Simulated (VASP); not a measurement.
# SnO2 (P1) in VASP: single point with PBE

Aim: the single point of SnO2 with PBE.

All numbers are computed with VASP 6.6.1; they aren't measurements. Logs are shortened: lines on timing, memory, paths and dates and some standing lists are left out, and cuts for length are marked.

### 1 The cell of the first run

The typed cell holds 3 atoms: a = 5.261 Å, b = 5.261 Å, c = 5.261 Å, α = 35.80°, β = 35.80°, γ = 35.80°.

### 2 Single point, PBE (atoms displaced along a vibrational mode)

INCAR reads:

```
ALGO = Normal
EDIFF = 1E-6
ENCUT = 520
GGA = PE
ISIF = 2
ISMEAR = 0
LASPH = T
LCHARG = F
LREAL = F
LWAVE = F
NBANDS = 20
NELM = 60
PREC = Accurate
SIGMA = 0.05
```

KPOINTS reads:

```
k-points
0
Gamma
  12 12 12
```

POSCAR reads:

```
SnO2
1.0
    1.6167660720      0.9334403269      4.9182553763
   -1.6167660720      0.9334403269      4.9182553763
    0.0000000000     -1.8668806537      4.9182553763
Sn O
1 2
Direct
    0.5117279245      0.4920549355      0.4962171400
    0.1913730200      0.2643582230      0.2489167797
    0.7216076716      0.7945928746      0.7791514313
```

Potentials or basis: VASP PAW PBE potentials, release 64 (Sn_d, O).

Run with:

```bash
cat potpaw_PBE.64/Sn_d/POTCAR potpaw_PBE.64/O/POTCAR > POTCAR
mpirun -np 1 vasp_std > vasp.out
```

OUTCAR:

```text
EDIFF = 1E-6
   ENCUT = 520
   GGA = PE
   ISIF = 2
   ISMEAR = 0
   LASPH = T
   LREAL = F
   NELM = 60
   PREC = Accurate

 ion  position               nearest neighbor table
   1  0.512  0.492  0.496-   2 1.99   3 2.03   3 2.08   2 2.17   2 2.22   3 2.26
   2  0.191  0.264  0.249-   1 1.99   1 2.17   1 2.22
   3  0.722  0.795  0.779-   1 2.03   1 2.08   1 2.26

  LATTYP: Found a trigonal (rhomboedric) cell.
 ALAT       =     5.2606538873
 COS(alpha) =     0.8110943660

  Lattice vectors:

 A1 = (   1.6167660720,   0.9334403269,   4.9182553763)
 A2 = (  -1.6167660720,   0.9334403269,   4.9182553763)
 A3 = (   0.0000000000,  -1.8668806537,   4.9182553763)

Analysis of symmetry for initial positions (statically):
=====================================================================
 Subroutine PRICEL returns:
 Original cell was already a primitive cell.

 Routine SETGRP: Setting up the symmetry group for a
 trigonal (rhombohedral) supercell.

 Subroutine GETGRP returns: Found  1 space group operations
 (whereof  1 operations were pure point group operations)
 out of a pool of 12 trial point group operations.

The static configuration has the point symmetry C_1 .

Analysis of symmetry for dynamics (positions and initial velocities):
=====================================================================
 Subroutine PRICEL returns:
 Original cell was already a primitive cell.

 Routine SETGRP: Setting up the symmetry group for a
 trigonal (rhombohedral) supercell.

 Subroutine GETGRP returns: Found  1 space group operations
 (whereof  1 operations were pure point group operations)
 out of a pool of 12 trial point group operations.

The dynamic configuration has the point symmetry C_1 .

 Subroutine INISYM returns: Found  1 space group operations
 (whereof  1 operations are pure point group operations),
 and found     1 'primitive' translations

----------------------------------------------------------------------------------------

                                     Primitive cell

  volume of cell :      44.5344

  direct lattice vectors                    reciprocal lattice vectors
     1.616766072  0.933440327  4.918255376     0.309259335  0.178550960  0.067774710
    -1.616766072  0.933440327  4.918255376    -0.309259335  0.178550960  0.067774710
     0.000000000 -1.866880654  4.918255376     0.000000000 -0.357101920  0.067774710

[... 77 lines left out ...]
   ISTART =      0    job   : 0-new  1-cont  2-samecut
   ICHARG =      2    charge: 1-file 2-atom 10-const
   ISPIN  =      1    spin polarized calculation?
   LNONCOLLINEAR =      F non collinear calculations
   LSORBIT =      F    spin-orbit coupling
   LASPH  =      T    aspherical Exc in radial PAW
   ENCUT  =  520.0 eV  38.22 Ry    6.18 a.u.   9.78  9.78  9.78*2*pi/ulx,y,z
   NELM   =     60;   NELMIN=  2; NELMDL= -5     # of ELM steps
   EDIFF  = 0.1E-05   stopping-criterion for ELM
   LREAL  =      F    real-space projection
   EDIFFG = 0.1E-04   stopping-criterion for IOM
   NSW    =      0    number of steps for IOM
   IBRION =     -1    ionic relax: 0-MD 1-quasi-New 2-CG
   NFREE  =      0    steps in history (QN), initial steepest desc. (CG)
   ISIF   =      2    stress and relaxation
   ISYM   =      2    0-nonsym 1-usesym 2-fastsym
   POTIM  = 0.5000    time-step for ionic-motion
   TEBEG  =    0.0;   TEEND  =   0.0 temperature during run
   PSTRESS=    0.0 pullay stress
   NELECT =      26.0000    total number of electrons
   NUPDOWN=      -1.0000    fix difference up-down
   EMIN   =  10.00;   EMAX   =-10.00  energy-range for DOS
   EFERMI =   0.00;   METHOD = LEGACY
   ISMEAR =     0;   SIGMA  =   0.05  broadening in eV -4-tet -1-fermi 0-gaus
   EFERMI_NEDOS =   21; number of points for ismear=-14 and -15
   IALGO  =     38    algorithm
   IMIX   =      4    mixing-type and parameters
     AMIX     =   0.40;   BMIX     =  1.00
     AMIX_MAG =   1.60;   BMIX_MAG =  1.00
  volume/ion in A,a.u.               =      14.84       100.18
  Fermi-wavevector in a.u.,A,eV,Ry     =   1.368256  2.585628 25.471788  1.872124
  Thomas-Fermi vector in A             =   2.494236
   LORBIT       =      0    0 simple, 1 ext, 2 COOP (PROOUT), +10 PAW based schemes
   GGA     = PE    functional components
   LHFCALC =     F    Hartree Fock is set to
   AEXX    =    0.0000 exact exchange contribution
   IVDW    =     0    specifies the selected vdW correction
   LEPSILON=     F    determine dielectric tensor
   LRPA    =     F    only Hartree local field effects (RPA)
 non-spin polarized calculation
 Gauss-broadening in eV      SIGMA  =   0.05
  energy-cutoff  :      520.00
  volume of cell :       44.53
 maximum number of plane-waves:      1218
   NGX = 19   NGY = 19   NGZ = 19

 number of electron      26.0000001 magnetization

 Free energy of the ion-electron system (eV)
  ---------------------------------------------------
  ext. energy  EPLUGINS =         0.00000000
  ---------------------------------------------------
  free energy    TOTEN  =       -18.02344703 eV

  energy without entropy =      -18.02344703  energy(sigma->0) =      -18.02344703

 E-fermi :   3.1859     XC(G=0):  -9.8083

 val. band max:        2.9853669977   @ k =  -0.1667   0.2500   0.0833
 cond. band min:       4.9718993663   @ k =   0.0000   0.0000   0.0000
 fundamental gap:      1.9865323686
 Fermi energy:         3.1858532213

 k-point     1 :       0.0000    0.0000    0.0000
  band No.  band energies     occupation
      1     -16.9868      2.00000
      2     -16.8849      2.00000
      3     -16.7691      2.00000
      4     -16.6002      2.00000
      5     -16.5835      2.00000
      6     -14.9605      2.00000
[... 541 lines left out ...]
     19      17.5805      0.00000
     20      20.0343      0.00000

 [... further k-points ...]
[... 5 lines left out ...]
  --------------------------------------------------------------------------------------
  -------------------------------------------------------------------------------------
  Total        1.2100046      0.6803511      0.6610456      0.2123591      0.5586959      0.4224033
  in kB       43.5312899     24.4764041     23.7818672      7.6398590     20.0997199     15.1964371
  external PRESSURE =      30.5965204 kB  Pullay stress =       0.0000000 kB

 VOLUME and BASIS-vectors are now :
 -----------------------------------------------------------------------------
  energy-cutoff  :      520.00
  volume of cell :       44.53
      direct lattice vectors                 reciprocal lattice vectors
     1.616766072  0.933440327  4.918255376     0.309259335  0.178550960  0.067774710
    -1.616766072  0.933440327  4.918255376    -0.309259335  0.178550960  0.067774710
     0.000000000 -1.866880654  4.918255376     0.000000000 -0.357101920  0.067774710

 POSITION                                       TOTAL-FORCE (eV/Angst)
 -----------------------------------------------------------------------------------
      0.03181      0.01059      7.37738        -2.191615     -0.731015     -0.095791
     -0.11800     -0.03930      3.46564         1.306320      0.643912      0.401176
     -0.11800     -0.03930     11.28913         0.885295      0.087103     -0.305384
 -----------------------------------------------------------------------------------
    total drift:                               -0.000031      0.000015     -0.000082

  FREE ENERGIE OF THE ION-ELECTRON SYSTEM (eV)
  ---------------------------------------------------
  free  energy   TOTEN  =       -18.0234470292 eV

  energy  without entropy=      -18.0234470292  energy(sigma->0) =      -18.02344703
```

OSZICAR:

```text
N       E                     dE             d eps       ncg     rms          rms(c)
DAV:   1     0.260918716218E+03    0.26092E+03   -0.13998E+04 36784   0.189E+03
DAV:   2     0.900857299939E+01   -0.25191E+03   -0.23867E+03 37876   0.493E+02
DAV:   3    -0.201725722356E+02   -0.29181E+02   -0.28881E+02 40736   0.143E+02
DAV:   4    -0.210252415060E+02   -0.85267E+00   -0.85189E+00 38340   0.265E+01
DAV:   5    -0.210425666232E+02   -0.17325E-01   -0.17325E-01 42036   0.400E+00    0.109E+01
DAV:   6    -0.180372405916E+02    0.30053E+01   -0.11858E+01 54440   0.586E+01    0.445E+00
DAV:   7    -0.180401076702E+02   -0.28671E-02   -0.73724E-01 35428   0.698E+00    0.216E+00
DAV:   8    -0.180239864843E+02    0.16121E-01   -0.76993E-02 36848   0.282E+00    0.506E-01
DAV:   9    -0.180227879364E+02    0.11985E-02   -0.12396E-02 49244   0.169E+00    0.980E-02
DAV:  10    -0.180234128789E+02   -0.62494E-03   -0.20786E-03 36308   0.383E-01    0.339E-02
DAV:  11    -0.180234427709E+02   -0.29892E-04   -0.66661E-05 50552   0.802E-02    0.215E-02
DAV:  12    -0.180234467554E+02   -0.39845E-05   -0.64287E-06 36280   0.214E-02    0.107E-02
DAV:  13    -0.180234470292E+02   -0.27384E-06   -0.29338E-06 29856   0.182E-02
   1 F= -.18023447E+02 E0= -.18023447E+02  d E =-.200550E-10
```

Run time: 27 min. Hardware: 1 thread of AMD EPYC 7R43 (Zen 3), shared host; peak memory 0.76 GiB.

What came out:

| Item | Value |
| --- | --- |
| Free energy | -18.0234 eV |
| Pressure | 3.1 GPa |
| Largest force | 2.312 eV/Å |
| Band gap on the k mesh | 1.99 eV (least direct gap 2.14 eV) |

Forces on the atoms (eV/Å):
```
Sn  -2.192 -0.731 -0.096
O    1.306  0.644  0.401
O    0.885  0.087 -0.305
```

Levels at points of the mesh, in eV from the valence-band top:
```csv
k point,band 11,band 12,band 13,band 14,band 15,band 16
"(0.00, 0.00, 0.00)",-0.81,-0.80,-0.16,1.99,5.83,10.90
"(0.50, 0.00, 0.00)",-1.36,-0.55,-0.47,5.32,7.76,10.13
"(0.00, 0.50, 0.00)",-1.38,-0.54,-0.49,5.29,7.81,10.11
"(0.00, 0.00, 0.50)",-1.40,-0.54,-0.50,5.26,7.85,10.10
"(0.50, 0.50, 0.00)",-1.15,-0.43,-0.07,5.05,7.10,10.75
"(0.50, 0.00, 0.50)",-1.13,-0.43,-0.06,5.07,7.07,10.75
"(0.00, 0.50, 0.50)",-1.11,-0.45,-0.04,5.11,7.03,10.75
"(0.50, 0.50, 0.50)",-1.15,-0.78,-0.77,3.07,5.71,11.31
```

Caveat: the cell differs from its parent crystal (atoms displaced along a vibrational mode); the cell stands under pressure; spin-orbit coupling is left out, which moves the levels of the heavy elements; forces of over 1 eV/Å act on the atoms, so gaps and moduli don't describe the material at rest. A k mesh can miss the band edges.
